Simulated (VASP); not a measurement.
Here is a VASP 6.6.1 calculation.

Contents of INCAR:

```
PREC = Accurate
ENCUT = 520
EDIFF = 1E-6
ISMEAR = -1
SIGMA = 0.05
LREAL = False
LASPH = True
NELM = 100
ALGO = Normal
ISIF = 2
LWAVE = False
LCHARG = False
GGA = RP
NBANDS = 12
```

KPOINTS

```
Automatic mesh
0
Gamma
  10 10 10
```

Contents of POSCAR:

```
B2P
1.0
    1.5151200000      0.8747500000      3.9248800000
   -1.5151200000      0.8747500000      3.9248800000
    0.0000000000     -1.7495000000      3.9248800000
B P
2 1
Direct
    0.4293400000      0.4293400000      0.4293400000
    0.5706600000      0.5706600000      0.5706600000
    0.0000000000      0.0000000000      0.0000000000
```

Potentials or basis: VASP PAW PBE potentials, release 64 (B, P).

Command:

```console
$ cat potpaw_PBE.64/B/POTCAR potpaw_PBE.64/P/POTCAR > POTCAR
$ mpirun -np 1 vasp_std > vasp.out
```

Problem. Estimate the largest force.

Solution. 0.009 eV/Å.

Problem. Predict the band gap on the k mesh.

Solution. Zero (an odd number of electrons rules out a gap without spin polarisation).

Problem. Estimate the pressure.

Solution. 2.0 GPa.

Forces in eV/Å, atoms in the order of the input:
```
B    0.000  0.000  0.009
B    0.000  0.000 -0.009
P    0.000  0.000  0.000
```

Caveat: the PAW data sets were made with another functional, which shifts forces and pressure a little.
